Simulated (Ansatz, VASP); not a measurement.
One calculation of KCl, two programs

File POSCAR:

```
KCl
1.0
    0.0000000000      3.6434513064      2.3682433492
    3.6434513064      0.0000000000      2.3682433492
    3.6434513064      3.6434513064      0.0000000000
K Cl
1 1
Direct
    0.0000000000      0.0000000000      0.0000000000
    0.5000000000      0.5000000000      0.5000000000
```

The input INCAR.step1:

```
ALGO = Normal
EDIFF = 1E-4
ENCUT = 520
GGA = PE
ISMEAR = 0
LASPH = T
LCHARG = F
LREAL = F
LWAVE = T
NBANDS = 15
NELM = 80
PREC = Accurate
SIGMA = 0.05
```

The input INCAR.step2:

```
ALGO = Normal
EDIFF = 1E-7
ENCUT = 520
ISIF = 2
ISMEAR = 0
ISTART = 1
LASPH = T
LCHARG = T
LELF = T
LMIXTAU = T
LREAL = F
LVHAR = T
LWAVE = F
METAGGA = R2SCAN
NBANDS = 15
NELM = 80
PREC = Accurate
SIGMA = 0.05
```

The input KPOINTS:

```
k-points
0
Gamma
  8 8 8
```

Input for Ansatz:

```yaml
crystal:
  lattice:
    - [0.0, 3.6434513064, 2.3682433492]
    - [3.6434513064, 0.0, 2.3682433492]
    - [3.6434513064, 3.6434513064, 0.0]
  atoms:
    - { symbol: K, position: [0.0, 0.0, 0.0] }
    - { symbol: Cl, position: [0.5, 0.5, 0.5] }
basis:
  ecutwfc: 500
kpoints:
  mp_grid: { grid: [8, 8, 8] }
hamiltonian:
  xc: r2scan
scf:
  occupations: { method: gaussian, width: 0.05 }
output:
  forces: true
  stress: true
  eigenvalues: true
```

Alike in both runs: task single point; functional r2SCAN; k mesh 8 × 8 × 8; occupations gaussian, width 0.05 eV; no spin polarisation.

|  | VASP | Ansatz |
| --- | --- | --- |
| version | VASP 6.6.1 | Ansatz 0.2.0 |
| potentials or method | VASP PAW PBE potentials, release 64 (K_sv, Cl), cutoff 520 eV | scalar-relativistic, plane waves, PAW |
| valence electrons in the cell | 16 | 16 |

Ansatz gave:

* gap on the k mesh at the Fermi level (eV): 3.51
* least direct gap on the mesh (eV): 3.51
* pressure (GPa): 16.2
* traceless stress, the component that is largest in VASP (GPa): 36.20

Q: Which values does VASP return?

A: gap on the k mesh at the Fermi level (eV): 3.51; least direct gap on the mesh (eV): 3.51; pressure (GPa): 16.5; traceless stress, the component that is largest in VASP (GPa): 36.91.

VASP's potentials were made for PBE, not for r2SCAN. The functional is the same, so the differences come from potentials, cutoffs and numerics.
